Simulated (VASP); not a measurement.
# Mo (P6/mmm) in VASP: a series of runs

The runs below take Mo through single point, with PBEsol.

Everything below comes from runs of VASP 6.6.1. Logs are shortened: lines on timing, memory, paths and dates and some standing lists are left out, and cuts for length are marked.

**1. The cell of the first run**

It takes space group P6/mmm (No. 191, hexagonal). Conventional cell: a = 2.674 Å, b = 2.674 Å, c = 2.554 Å, α = 90.00°, β = 90.00°, γ = 120.00°. Mo (site symmetry 6/mmm) has 8 Mo at 2.55 to 2.67 Å within 3.4 Å.

**2. Single point, PBEsol (strain -0.025 along x and y, +0.025 along z)**

INCAR

```
SYSTEM = Mo
PREC = Accurate ; ENCUT = 520
EDIFF = 1E-7 ; ISMEAR = 0
SIGMA = 0.15 ; LREAL = .False.
LASPH = .True. ; NELM = 100
ALGO = Fast ; ISIF = 2
LWAVE = .False. ; LCHARG = .False.
GGA = PS ; NBANDS = 13
```

KPOINTS

```
regular mesh
0
Gamma
  24 24 24
  0 0 0
```

POSCAR

```
Mo
1.0
    2.6737770390      0.0000000000      0.0000000000
   -1.3368885195      2.3155588398      0.0000000000
    0.0000000000      0.0000000000      2.5543728523
Mo
1
Direct
    0.0000000000      0.0000000000      0.5000000000
```

Potentials or basis: VASP PAW PBE potentials, release 64 (Mo_sv).

Run with:

```bash
cat potpaw_PBE.64/Mo_sv/POTCAR > POTCAR
mpirun -np 1 vasp_std > vasp.out
```

OUTCAR:

```text
SYSTEM = Mo
   PREC = Accurate
   ENCUT = 520
   EDIFF = 1E-7
   ISMEAR = 0
   LREAL = .False.
   LASPH = .True.
   NELM = 100
   ISIF = 2
   GGA = PS

 ion  position               nearest neighbor table
   1  0.000  0.000  0.500-

  LATTYP: Found a hexagonal cell.
 ALAT       =     2.6737770390
 C/A-ratio  =     0.9553425043

  Lattice vectors:

 A1 = (   2.6737770390,   0.0000000000,   0.0000000000)
 A2 = (  -1.3368885195,   2.3155588398,   0.0000000000)
 A3 = (   0.0000000000,   0.0000000000,   2.5543728523)

Analysis of symmetry for initial positions (statically):
=====================================================================
 Subroutine PRICEL returns:
 Original cell was already a primitive cell.

 Routine SETGRP: Setting up the symmetry group for a
 hexagonal supercell.

 Subroutine GETGRP returns: Found 24 space group operations
 (whereof 24 operations were pure point group operations)
 out of a pool of 24 trial point group operations.

The static configuration has the point symmetry D_6h.

Analysis of symmetry for dynamics (positions and initial velocities):
=====================================================================
 Subroutine PRICEL returns:
 Original cell was already a primitive cell.

 Routine SETGRP: Setting up the symmetry group for a
 hexagonal supercell.

 Subroutine GETGRP returns: Found 24 space group operations
 (whereof 24 operations were pure point group operations)
 out of a pool of 24 trial point group operations.

The dynamic configuration has the point symmetry D_6h.

 Subroutine INISYM returns: Found 24 space group operations
 (whereof 24 operations are pure point group operations),
 and found     1 'primitive' translations

----------------------------------------------------------------------------------------

                                     Primitive cell

  volume of cell :      15.8149

  direct lattice vectors                    reciprocal lattice vectors
     2.673777039  0.000000000  0.000000000     0.374002763  0.215930596  0.000000000
    -1.336888519  2.315558840  0.000000000     0.000000000  0.431861192  0.000000000
     0.000000000  0.000000000  2.554372852     0.000000000  0.000000000  0.391485526

  length of vectors
     2.673777039  2.673777039  2.554372852     0.431861192  0.431861192  0.391485526

  position of ions in fractional coordinates (direct lattice)
     0.000000000  0.000000000  0.500000000

  ion indices of the primitive-cell ions
   primitive index   ion index
                 1           1

----------------------------------------------------------------------------------------

 KPOINTS: regular mesh

Automatic generation of k-mesh.
 Grid dimensions read from file:
 generate k-points for:   24   24   24

 Generating k-lattice:

  Cartesian coordinates                     Fractional coordinates (reciprocal lattice)
     0.015583448  0.008997108  0.000000000     0.041666667  0.000000000  0.000000000
     0.000000000  0.017994216  0.000000000     0.000000000  0.041666667  0.000000000
     0.000000000  0.000000000  0.016311897     0.000000000  0.000000000  0.041666667

  Length of vectors
     0.017994216  0.017994216  0.016311897

  Shift w.r.t. Gamma in fractional coordinates (k-lattice)
     0.000000000  0.000000000  0.000000000

 Subroutine IBZKPT returns following result:
 ===========================================

 Found    793 irreducible k-points:

 Following reciprocal coordinates:
            Coordinates               Weight
  0.000000  0.000000  0.000000      1.000000
  0.041667  0.000000  0.000000      6.000000
  0.083333 -0.000000  0.000000      6.000000
  0.125000 -0.000000  0.000000      6.000000
  0.166667  0.000000  0.000000      6.000000
  0.208333  0.000000  0.000000      6.000000
[... 16 lines left out ...]
  0.416667  0.041667  0.000000     12.000000
  0.458333  0.041667  0.000000     12.000000
 [... further k-points ...]
   k-points           NKPTS =    793   k-points in BZ     NKDIM =    793   number of bands    NBANDS=     13
   number of dos      NEDOS =    301   number of ions     NIONS =      1
   total plane-waves  NPLWV =   8000
   dimension x,y,z NGX =    20 NGY =   20 NGZ =   20
   dimension x,y,z NGXF=    40 NGYF=   40 NGZF=   40
   ions per type =               1
   NGX,Y,Z   is equivalent  to a cutoff of  12.44, 12.44, 13.02 a.u.
   NGXF,Y,Z  is equivalent  to a cutoff of  24.87, 24.87, 26.03 a.u.
 SYSTEM =  Mo
   PREC   = accura    normal or accurate (medium, high low for compatibility)
   ISTART =      0    job   : 0-new  1-cont  2-samecut
   ICHARG =      2    charge: 1-file 2-atom 10-const
   ISPIN  =      1    spin polarized calculation?
   LNONCOLLINEAR =      F non collinear calculations
   LSORBIT =      F    spin-orbit coupling
   LASPH  =      T    aspherical Exc in radial PAW
   ENCUT  =  520.0 eV  38.22 Ry    6.18 a.u.   4.97  4.97  4.75*2*pi/ulx,y,z
   NELM   =    100;   NELMIN=  2; NELMDL= -5     # of ELM steps
   EDIFF  = 0.1E-06   stopping-criterion for ELM
   LREAL  =      F    real-space projection
   EDIFFG = 0.1E-05   stopping-criterion for IOM
   NSW    =      0    number of steps for IOM
   IBRION =     -1    ionic relax: 0-MD 1-quasi-New 2-CG
   NFREE  =      0    steps in history (QN), initial steepest desc. (CG)
   ISIF   =      2    stress and relaxation
   ISYM   =      2    0-nonsym 1-usesym 2-fastsym
   POTIM  = 0.5000    time-step for ionic-motion
   TEBEG  =    0.0;   TEEND  =   0.0 temperature during run
   PSTRESS=    0.0 pullay stress
   NELECT =      14.0000    total number of electrons
   NUPDOWN=      -1.0000    fix difference up-down
   EMIN   =  10.00;   EMAX   =-10.00  energy-range for DOS
   EFERMI =   0.00;   METHOD = LEGACY
   ISMEAR =     0;   SIGMA  =   0.15  broadening in eV -4-tet -1-fermi 0-gaus
   EFERMI_NEDOS =   21; number of points for ismear=-14 and -15
   IALGO  =     68    algorithm
   IMIX   =      4    mixing-type and parameters
     AMIX     =   0.40;   BMIX     =  1.00
     AMIX_MAG =   1.60;   BMIX_MAG =  1.00
  volume/ion in A,a.u.               =      15.81       106.72
  Fermi-wavevector in a.u.,A,eV,Ry     =   1.571915  2.970489 33.618866  2.470917
  Thomas-Fermi vector in A             =   2.673428
   LORBIT       =      0    0 simple, 1 ext, 2 COOP (PROOUT), +10 PAW based schemes
   GGA     = PS    functional components
   LHFCALC =     F    Hartree Fock is set to
   AEXX    =    0.0000 exact exchange contribution
   IVDW    =     0    specifies the selected vdW correction
   LEPSILON=     F    determine dielectric tensor
   LRPA    =     F    only Hartree local field effects (RPA)
 non-spin polarized calculation
 RMM-DIIS sequential band-by-band and
 Gauss-broadening in eV      SIGMA  =   0.15
  energy-cutoff  :      520.00
  volume of cell :       15.81
 maximum number of plane-waves:       441
 NGX is ok and might be reduce to    20
   NGX =  9   NGY =  9   NGZ =  9

 number of electron      13.9999998 magnetization

 Free energy of the ion-electron system (eV)
  ---------------------------------------------------
  ext. energy  EPLUGINS =         0.00000000
  ---------------------------------------------------
  free energy    TOTEN  =       -10.83584475 eV

  energy without entropy =      -10.82478697  energy(sigma->0) =      -10.83031586

 E-fermi :  12.2130     XC(G=0): -13.3707

 val. band max:       12.2129622518   @ k =   0.5000  -0.0000   0.0417
 cond. band min:      12.2188980110   @ k =   0.3750   0.0833   0.3333
 fundamental gap:      0.0059357592
 Fermi energy:        12.2129860691

 k-point     1 :       0.0000    0.0000    0.0000
  band No.  band energies     occupation
      1     -48.8104      2.00000
      2     -22.0429      2.00000
      3     -21.9493      2.00000
      4     -21.9493      2.00000
      5       5.1758      2.00000
      6       7.6054      2.00000
      7      11.1942      2.00000
      8      11.1942      2.00000
      9      16.4729      0.00000
     10      16.4729      0.00000
     11      25.3267      0.00000
     12      27.6934      0.00000
     13      33.5104      0.00000

 k-point     2 :       0.0417    0.0000    0.0000
  band No.  band energies     occupation
      1     -48.8055      2.00000
      2     -22.0395      2.00000
      3     -21.9805      2.00000
      4     -21.9562      2.00000
      5       5.2494      2.00000
      6       7.6402      2.00000
      7      11.1168      2.00000
      8      11.2630      2.00000
      9      16.3806      0.00000
     10      16.4586      0.00000
     11      25.5028      0.00000
     12      27.8506      0.00000
     13      33.0173      0.00000

 k-point     3 :       0.0833   -0.0000    0.0000
  band No.  band energies     occupation
      1     -48.7912      2.00000
      2     -22.0715      2.00000
      3     -22.0296      2.00000
      4     -21.9763      2.00000
      5       5.4629      2.00000
      6       7.7429      2.00000
      7      10.9051      2.00000
      8      11.4676      2.00000
      9      16.1215      0.00000
     10      16.4168      0.00000
     11      26.0044      0.00000
     12      28.3011      0.00000
     13      31.9576      0.00000
[... 305 lines left out ...]
 k-point    23 :       0.4167    0.0417    0.0000
  band No.  band energies     occupation
      1     -48.5260      2.00000
      2     -23.5755      2.00000
      3     -22.3456      2.00000
      4     -21.8487      2.00000
      5       7.0421      2.00000
      6       8.9387      2.00000
      7      12.9584      0.00000
      8      12.9587      0.00000
      9      15.6722      0.00000
     10      16.8063      0.00000
     11      23.3343      0.00000
     12      26.3851      0.00000
     13      29.3278      0.00000

 k-point    24 :       0.4583    0.0417    0.0000
  band No.  band energies     occupation
      1     -48.5158      2.00000
      2     -23.6279      2.00000
      3     -22.3589      2.00000
      4     -21.8419      2.00000
      5       6.9782      2.00000
      6       9.0305      2.00000
      7      12.8696      0.00000
      8      13.2555      0.00000
      9      15.6465      0.00000
     10      17.1349      0.00000
     11      23.1152      0.00000
     12      26.0473      0.00000
     13      28.9835      0.00000

 [... further k-points ...]
[... 5 lines left out ...]
  --------------------------------------------------------------------------------------
  -------------------------------------------------------------------------------------
  Total        1.3655684      1.3655684     -0.4767283     -0.0000000     -0.0000000      0.0000000
  in kB      138.3434953    138.3434953    -48.2965600     -0.0000000     -0.0000000      0.0000000
  external PRESSURE =      76.1301435 kB  Pullay stress =       0.0000000 kB

 VOLUME and BASIS-vectors are now :
 -----------------------------------------------------------------------------
  energy-cutoff  :      520.00
  volume of cell :       15.81
      direct lattice vectors                 reciprocal lattice vectors
     2.673777039  0.000000000  0.000000000     0.374002763  0.215930596  0.000000000
    -1.336888519  2.315558840  0.000000000     0.000000000  0.431861192  0.000000000
     0.000000000  0.000000000  2.554372852     0.000000000  0.000000000  0.391485526

 POSITION                                       TOTAL-FORCE (eV/Angst)
 -----------------------------------------------------------------------------------
      0.00000      0.00000      1.27719         0.000000      0.000000      0.000000
 -----------------------------------------------------------------------------------
    total drift:                               -0.000000      0.000000     -0.000000

  FREE ENERGIE OF THE ION-ELECTRON SYSTEM (eV)
  ---------------------------------------------------
  free  energy   TOTEN  =       -10.8358447510 eV

  energy  without entropy=      -10.8247869698  energy(sigma->0) =      -10.83031586
```

Run time: 54 s. Hardware: 1 thread of Intel Xeon 6975P-C (Granite Rapids), shared host; peak memory 0.25 GiB.

What came out:

* Free energy: -10.8358 eV
* Pressure: 7.6 GPa
* Band gap on the k mesh: zero (band 7 reaches 13.13 eV, above the bottom of band 8 at 11.19 eV)

Stress tensor (GPa, compression positive):
```
13.83  0.00  0.00
 0.00 13.83  0.00
 0.00  0.00 -4.83
```

Caveat: the cell differs from its parent crystal (strain -0.025 along x and y, +0.025 along z); the PAW data sets were made with another functional, which shifts forces and pressure a little.

**3. Single point, PBEsol (strain -0.025 along x and y, +0.050 along z)**

INCAR

```
SYSTEM = Mo
ALGO = Fast
EDIFF = 1E-6
ENCUT = 520
GGA = PS
ISIF = 2
ISMEAR = 0
LASPH = .TRUE.
LCHARG = .FALSE.
LREAL = .FALSE.
LWAVE = .FALSE.
NBANDS = 13
NELM = 80
PREC = Accurate
SIGMA = 0.15
```

KPOINTS

```
k-points
0
G
  24 24 24
  0 0 0
```

POSCAR, as its differences from that of step 2:

```diff
@@ -4,3 +4,3 @@
    -1.3368885195      2.3155588398      0.0000000000
-    0.0000000000      0.0000000000      2.5543728523
+    0.0000000000      0.0000000000      2.6166746292
 Mo
```

Potentials or basis: VASP PAW PBE potentials, release 64 (Mo_sv).

Run with:

```bash
cat potpaw_PBE.64/Mo_sv/POTCAR > POTCAR
mpirun -np 1 vasp_std > vasp.out
```

It took 58 s on 1 thread of Intel Xeon 6975P-C (Granite Rapids), shared host; peak memory 0.25 GiB.

Results (log left out):

```
Free energy            : -10.8143 eV
Pressure               : 2.7 GPa
Band gap on the k mesh : zero (band 7 reaches 12.80 eV, above the bottom of band 8 at 10.90 eV)
```

Stress tensor (GPa, compression positive):
```
 10.50   0.00   0.00
  0.00  10.50   0.00
  0.00   0.00 -12.89
```

Levels at points of the mesh, in eV from the Fermi level:
| k point | band 5 | band 6 | band 7 | band 8 | band 9 | band 10 |
| --- | --- | --- | --- | --- | --- | --- |
| (0.00, 0.00, 0.00) | -7.00 | -4.48 | -0.99 | -0.99 | 4.02 | 4.02 |
| (0.50, 0.00, 0.00) | -5.25 | -2.99 | 0.26 | 1.22 | 3.21 | 4.84 |
| (0.00, 0.00, 0.50) | -4.19 | -0.43 | -0.32 | -0.32 | 1.22 | 1.22 |
| (0.50, 0.00, 0.50) | -5.55 | -3.96 | -0.17 | 5.10 | 5.85 | 6.16 |

Caveat: the cell differs from its parent crystal (strain -0.025 along x and y, +0.050 along z); the PAW data sets were made with another functional, which shifts forces and pressure a little.
